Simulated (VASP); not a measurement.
# V3Ru (Fm-3m) in VASP: single point with LDA

Aim: the single point of V3Ru with LDA.

Everything below comes from runs of VASP 6.6.1. Logs are shortened: lines on timing, memory, paths and dates and some standing lists are left out, and cuts for length are marked.

## 1. The cell of the first run

It takes space group Fm-3m (No. 225, cubic). The conventional cell has a = 5.953 Å, b = 5.953 Å, c = 5.953 Å, α = 90.00°, β = 90.00°, γ = 90.00°. V (site symmetry -43m) has 10 V at 2.58 to 2.98 Å and 4 Ru at 2.58 Å within 3.4 Å. V (site symmetry m-3m) has 8 V at 2.58 Å and 6 Ru at 2.98 Å within 3.4 Å. Ru (site symmetry m-3m) has 14 V at 2.58 to 2.98 Å within 3.4 Å.

## 2. Single point, LDA, collinear spin, ferromagnetic start

Contents of INCAR:

```
PREC = Accurate
ENCUT = 520
EDIFF = 1E-6
ISMEAR = 0
SIGMA = 0.15
LREAL = F
LASPH = T
NELM = 150
ALGO = Normal
ISIF = 2
LWAVE = F
LCHARG = F
ISPIN = 2
MAGMOM = 2 2 2 0
LORBIT = 11
LMAXMIX = 4
NBANDS = 38
```

Contents of KPOINTS:

```
regular mesh
0
Gamma
  7 7 7
```

Contents of POSCAR:

```
V3Ru
1.0
    0.0000000000      2.9766810000      2.9766810000
    2.9766810000      0.0000000000      2.9766810000
    2.9766810000      2.9766810000      0.0000000000
V Ru
3 1
Direct
    0.2500000000      0.2500000000      0.2500000000
    0.7500000000      0.7500000000      0.7500000000
    0.5000000000      0.5000000000      0.5000000000
    0.0000000000      0.0000000000      0.0000000000
```

Potentials or basis: VASP PAW LDA potentials, release 64 (V_sv, Ru_pv).

Command:

```sh
$ cat potpaw_LDA.64/V_sv/POTCAR potpaw_LDA.64/Ru_pv/POTCAR > POTCAR
$ mpirun -np 1 vasp_std > vasp.out
```

OUTCAR:

```text
PREC = Accurate
   ENCUT = 520
   EDIFF = 1E-6
   ISMEAR = 0
   LREAL = F
   LASPH = T
   NELM = 150
   ISIF = 2
   ISPIN = 2
   LORBIT = 11

 ion  position               nearest neighbor table
   1  0.250  0.250  0.250-   4 2.58   4 2.58   4 2.58   3 2.58   4 2.58   3 2.58   3 2.58   3 2.58

   2  0.750  0.750  0.750-   3 2.58   3 2.58   3 2.58   3 2.58   4 2.58   4 2.58   4 2.58   4 2.58

   3  0.500  0.500  0.500-   1 2.58   1 2.58   1 2.58   1 2.58   2 2.58   2 2.58   2 2.58   2 2.58
                             4 2.98   4 2.98   4 2.98   4 2.98   4 2.98   4 2.98
   4  0.000  0.000  0.000-   2 2.58   2 2.58   2 2.58   1 2.58   2 2.58   1 2.58   1 2.58   1 2.58
                             3 2.98   3 2.98   3 2.98   3 2.98   3 2.98   3 2.98

  LATTYP: Found a face centered cubic cell.
 ALAT       =     5.9533620000

  Lattice vectors:

 A1 = (   0.0000000000,   2.9766810000,   2.9766810000)
 A2 = (   2.9766810000,   0.0000000000,   2.9766810000)
 A3 = (   2.9766810000,   2.9766810000,   0.0000000000)

Analysis of symmetry for initial positions (statically):
=====================================================================
 Subroutine PRICEL returns:
 Original cell was already a primitive cell.

 Routine SETGRP: Setting up the symmetry group for a
 face centered cubic supercell.

 Subroutine GETGRP returns: Found 48 space group operations
 (whereof 48 operations were pure point group operations)
 out of a pool of 48 trial point group operations.

The static configuration has the point symmetry O_h .

Analysis of symmetry for dynamics (positions and initial velocities):
=====================================================================
 Subroutine PRICEL returns:
 Original cell was already a primitive cell.

 Routine SETGRP: Setting up the symmetry group for a
 face centered cubic supercell.

 Subroutine GETGRP returns: Found 48 space group operations
 (whereof 48 operations were pure point group operations)
 out of a pool of 48 trial point group operations.

The dynamic configuration has the point symmetry O_h .

Analysis of structural, dynamic, and magnetic symmetry:
=====================================================================
 Subroutine PRICEL returns:
 Original cell was already a primitive cell.

 Routine SETGRP: Setting up the symmetry group for a
 face centered cubic supercell.

 Subroutine GETGRP returns: Found 48 space group operations
 (whereof 48 operations were pure point group operations)
 out of a pool of 48 trial point group operations.

The overall configuration has the point symmetry O_h .

 Subroutine INISYM returns: Found 48 space group operations
 (whereof 48 operations are pure point group operations),
 and found     1 'primitive' translations

----------------------------------------------------------------------------------------

                                     Primitive cell

  volume of cell :      52.7505

  direct lattice vectors                    reciprocal lattice vectors
     0.000000000  2.976681000  2.976681000    -0.167972315  0.167972315  0.167972315
     2.976681000  0.000000000  2.976681000     0.167972315 -0.167972315  0.167972315
     2.976681000  2.976681000  0.000000000     0.167972315  0.167972315 -0.167972315

  length of vectors
     4.209662641  4.209662641  4.209662641     0.290936585  0.290936585  0.290936585

  position of ions in fractional coordinates (direct lattice)
     0.250000000  0.250000000  0.250000000
     0.750000000  0.750000000  0.750000000
     0.500000000  0.500000000  0.500000000
     0.000000000  0.000000000  0.000000000

  ion indices of the primitive-cell ions
   primitive index   ion index
                 1           1
                 2           2
                 3           3
                 4           4

----------------------------------------------------------------------------------------

 KPOINTS: regular mesh

Automatic generation of k-mesh.
 Grid dimensions read from file:
 generate k-points for:    7    7    7

 Generating k-lattice:

  Cartesian coordinates                     Fractional coordinates (reciprocal lattice)
    -0.023996045  0.023996045  0.023996045     0.142857143  0.000000000  0.000000000
     0.023996045 -0.023996045  0.023996045     0.000000000  0.142857143  0.000000000
     0.023996045  0.023996045 -0.023996045     0.000000000  0.000000000  0.142857143

  Length of vectors
     0.041562369  0.041562369  0.041562369

  Shift w.r.t. Gamma in fractional coordinates (k-lattice)
     0.000000000  0.000000000  0.000000000

 Subroutine IBZKPT returns following result:
 ===========================================

 Found     20 irreducible k-points:

 Following reciprocal coordinates:
            Coordinates               Weight
  0.000000  0.000000  0.000000      1.000000
  0.142857  0.000000  0.000000      8.000000
  0.285714  0.000000  0.000000      8.000000
  0.428571  0.000000  0.000000      8.000000
  0.142857  0.142857  0.000000      6.000000
  0.285714  0.142857  0.000000     24.000000
[... 12 lines left out ...]
 -0.428571  0.428571  0.142857     24.000000
 -0.285714  0.428571  0.142857     24.000000
   k-points           NKPTS =     20   k-points in BZ     NKDIM =     20   number of bands    NBANDS=     38
   number of dos      NEDOS =    301   number of ions     NIONS =      4
   total plane-waves  NPLWV =  32768
   dimension x,y,z NGX =    32 NGY =   32 NGZ =   32
   dimension x,y,z NGXF=    64 NGYF=   64 NGZF=   64
   ions per type =               3   1
   NGX,Y,Z   is equivalent  to a cutoff of  12.64, 12.64, 12.64 a.u.
   NGXF,Y,Z  is equivalent  to a cutoff of  25.27, 25.27, 25.27 a.u.
 SYSTEM =  unknown system
   PREC   = accura    normal or accurate (medium, high low for compatibility)
   ISTART =      0    job   : 0-new  1-cont  2-samecut
   ICHARG =      2    charge: 1-file 2-atom 10-const
   ISPIN  =      2    spin polarized calculation?
   LNONCOLLINEAR =      F non collinear calculations
   LSORBIT =      F    spin-orbit coupling
   LASPH  =      T    aspherical Exc in radial PAW
   ENCUT  =  520.0 eV  38.22 Ry    6.18 a.u.   7.83  7.83  7.83*2*pi/ulx,y,z
   NELM   =    150;   NELMIN=  2; NELMDL= -5     # of ELM steps
   EDIFF  = 0.1E-05   stopping-criterion for ELM
   LREAL  =      F    real-space projection
   EDIFFG = 0.1E-04   stopping-criterion for IOM
   NSW    =      0    number of steps for IOM
   IBRION =     -1    ionic relax: 0-MD 1-quasi-New 2-CG
   NFREE  =      0    steps in history (QN), initial steepest desc. (CG)
   ISIF   =      2    stress and relaxation
   ISYM   =      2    0-nonsym 1-usesym 2-fastsym
   POTIM  = 0.5000    time-step for ionic-motion
   TEBEG  =    0.0;   TEEND  =   0.0 temperature during run
   PSTRESS=    0.0 pullay stress
   NELECT =      53.0000    total number of electrons
   NUPDOWN=      -1.0000    fix difference up-down
   EMIN   =  10.00;   EMAX   =-10.00  energy-range for DOS
   EFERMI =   0.00;   METHOD = LEGACY
   ISMEAR =     0;   SIGMA  =   0.15  broadening in eV -4-tet -1-fermi 0-gaus
   EFERMI_NEDOS =   21; number of points for ismear=-14 and -15
   IALGO  =     38    algorithm
   IMIX   =      4    mixing-type and parameters
     AMIX     =   0.40;   BMIX     =  1.00
     AMIX_MAG =   1.60;   BMIX_MAG =  1.00
  volume/ion in A,a.u.               =      13.19        88.99
  Fermi-wavevector in a.u.,A,eV,Ry     =   1.639675  3.098537 36.579736  2.688535
  Thomas-Fermi vector in A             =   2.730441
   LORBIT       =     11    0 simple, 1 ext, 2 COOP (PROOUT), +10 PAW based schemes
   GGA     = CA    functional components
   LHFCALC =     F    Hartree Fock is set to
   AEXX    =    0.0000 exact exchange contribution
   IVDW    =     0    specifies the selected vdW correction
   LEPSILON=     F    determine dielectric tensor
   LRPA    =     F    only Hartree local field effects (RPA)
 spin polarized calculation
 Gauss-broadening in eV      SIGMA  =   0.15
  energy-cutoff  :      520.00
  volume of cell :       52.75
 maximum number of plane-waves:      1436
   NGX = 15   NGY = 15   NGZ = 15

 number of electron      53.0000001 magnetization       0.0006706

 number of electron      53.0000001 magnetization      -0.0000861

 Free energy of the ion-electron system (eV)
  ---------------------------------------------------
  ext. energy  EPLUGINS =         0.00000000
  ---------------------------------------------------
  free energy    TOTEN  =       -41.59793553 eV

  energy without entropy =      -41.56938428  energy(sigma->0) =      -41.58365990

 E-fermi :  10.8580     XC(G=0): -13.6585

 val. band max:       10.8506916720   @ k =  -0.2857   0.1429   0.0000
 cond. band min:      10.8594186110   @ k =   0.2857   0.2857   0.0000
 fundamental gap:      0.0087269390
 Fermi energy:        10.8580456814

 spin component 1

 k-point     1 :       0.0000    0.0000    0.0000
  band No.  band energies     occupation
      1     -52.5220      1.00000
      2     -52.4293      1.00000
      3     -52.0180      1.00000
      4     -31.8836      1.00000
      5     -31.8836      1.00000
      6     -31.8836      1.00000
[... 30 lines left out ...]
     37      20.7402      0.00000
     38      20.7402      0.00000
[... 777 lines left out ...]
     37      14.2585      0.00000
     38      14.3316      0.00000
 Fermi energy:        10.8580456814

 spin component 2

 k-point     1 :       0.0000    0.0000    0.0000
  band No.  band energies     occupation
      1     -52.5220      1.00000
      2     -52.4293      1.00000
      3     -52.0180      1.00000
      4     -31.8835      1.00000
      5     -31.8835      1.00000
      6     -31.8835      1.00000
[... 30 lines left out ...]
     37      20.7401      0.00000
     38      20.7402      0.00000
[... 777 lines left out ...]
     37      14.2585      0.00000
     38      14.3315      0.00000

------------------------ aborting loop because EDIFF is reached ----------------------------------------

  FORCE on cell =-STRESS in cart. coord.  units (eV):
  Direction    XX          YY          ZZ          XY          YZ          ZX
  --------------------------------------------------------------------------------------
  -------------------------------------------------------------------------------------
  Total       -3.6011903     -3.6011903     -3.6011903     -0.0000000      0.0000000      0.0000000
  in kB     -109.3779479   -109.3779479   -109.3779479     -0.0000000      0.0000000      0.0000000
  external PRESSURE =    -109.3779479 kB  Pullay stress =       0.0000000 kB

 VOLUME and BASIS-vectors are now :
 -----------------------------------------------------------------------------
  energy-cutoff  :      520.00
  volume of cell :       52.75
      direct lattice vectors                 reciprocal lattice vectors
     0.000000000  2.976681000  2.976681000    -0.167972315  0.167972315  0.167972315
     2.976681000  0.000000000  2.976681000     0.167972315 -0.167972315  0.167972315
     2.976681000  2.976681000  0.000000000     0.167972315  0.167972315 -0.167972315

 POSITION                                       TOTAL-FORCE (eV/Angst)
 -----------------------------------------------------------------------------------
      1.48834      1.48834      1.48834         0.000000      0.000000     -0.000000
      4.46502      4.46502      4.46502        -0.000000     -0.000000      0.000000
      2.97668      2.97668      2.97668        -0.000000     -0.000000      0.000000
      0.00000      0.00000      0.00000        -0.000000      0.000000      0.000000
 -----------------------------------------------------------------------------------
    total drift:                                0.000000     -0.000000      0.000000

  FREE ENERGIE OF THE ION-ELECTRON SYSTEM (eV)
  ---------------------------------------------------
  free  energy   TOTEN  =       -41.5979355292 eV

  energy  without entropy=      -41.5693842791  energy(sigma->0) =      -41.58365990

 total charge

# of ion       s       p       d       tot
------------------------------------------
    1        2.342   6.249   3.091  11.682
    2        2.342   6.249   3.091  11.682
    3        2.327   6.215   3.180  11.721
    4        0.448   6.328   5.965  12.741
--------------------------------------------------
tot          7.459  25.041  15.326  47.826

 magnetization (x)

# of ion       s       p       d       tot
------------------------------------------
    1       -0.000  -0.000  -0.000  -0.000
    2       -0.000  -0.000  -0.000  -0.000
    3       -0.000  -0.000   0.000   0.000
    4        0.000   0.000   0.000   0.000
--------------------------------------------------
tot          0.000  -0.000  -0.000  -0.000
```

It took 56 s on 1 thread of Intel Xeon Platinum 8259CL at 2.50GHz (Skylake/Cascade Lake), shared host; peak memory 0.2 GiB.

What came out:

- Free energy: -41.5979 eV
- Pressure: -10.9 GPa
- Net moment: 0.00 μB per cell
- Valence electrons inside the program's atomic spheres: V 11.68, 11.72 (each value once); Ru 12.74

Caveat: the cell stands under tension; the moments typed at the start vanished in this run.
